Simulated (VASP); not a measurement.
Crystal: BeN.

```
Be N
1.0
     3.49825    0.00000    0.00000
    -1.74913    3.02958    0.00000
     0.00000    0.00000    6.90865
Be N
4 4
Cartesian
  0.0000 2.0197 1.8148
  1.7491 1.0099 1.8148
  1.7491 1.0099 5.0939
  0.0000 2.0197 5.0939
  0.0000 2.0197 3.4543
  1.7491 1.0099 3.4543
  0.0000 2.0197 0.0000
  1.7491 1.0099 0.0000
```

* Program: VASP 6.6.1
* Task: relaxation of cell and atoms
* Functional: PBE
* Potentials or basis: VASP PAW PBE potentials, release 64 (Be, N)
* Cutoff: 600 eV
* k mesh: 6 × 6 × 4
* Occupations: gaussian, width 0.1 eV
* Spin: no spin polarisation

At the start: pressure 6.7 GPa; volume 9.15 Å³/atom.

**Question.** Where does the relaxation end?

**Answer.** Over 18 steps the energy falls by 950.8 meV/atom and the volume is 13.13 Å³/atom (+43.5 %); space group P6/mmm (No. 191, to 0.05 Å).

The path:
```
step  energy change (eV)  largest force (eV/Å)  pressure (GPa)  volume (Å³)
   1              0.0000                0.4109            6.72        73.22
   2             -4.4616                2.1979           17.19        76.45
   3             68.6364                0.4027          314.26        73.65
   4             -4.6708                4.0766           24.36        76.92
   5             -4.8452                4.8965           33.44        77.34
   6             -5.8435                2.6348           30.58        81.87
   7             -5.9910                0.2465           30.54        86.59
   8             -6.0466                0.7094           30.23        85.15
   9             -7.0123                0.2866           16.32        90.27
  10             -7.3814                0.9231            5.47        95.64
  11             -7.3938                1.0133            3.53        96.78
  12             -7.4614                0.6276            2.64        97.97
  13             -7.5486                0.4772            0.44       101.53
  14             -7.5817                0.3631            1.16       102.30
  15             -7.5929                0.2311            1.94       103.10
  16             -7.6046                0.0377            0.77       104.37
  17             -7.6054                0.1226            0.40       104.79
  18             -7.6064                0.0263            0.06       105.05
```

Final structure:
```
CELL_PARAMETERS angstrom
4.48078 0.00000 0.00000
-2.24039 3.88047 0.00000
0.00000 0.00000 6.04197
ATOMIC_POSITIONS crystal
Be 0.33333 0.66667 0.24990
Be 0.66667 0.33333 0.24990
Be 0.66667 0.33333 0.75010
Be 0.33333 0.66667 0.75010
N 0.33333 0.66667 0.50000
N 0.66667 0.33333 0.50000
N 0.33333 0.66667 0.00000
N 0.66667 0.33333 0.00000
```

Caveat: the volume moved by over 15 % at a fixed basis, so the end points are rough.
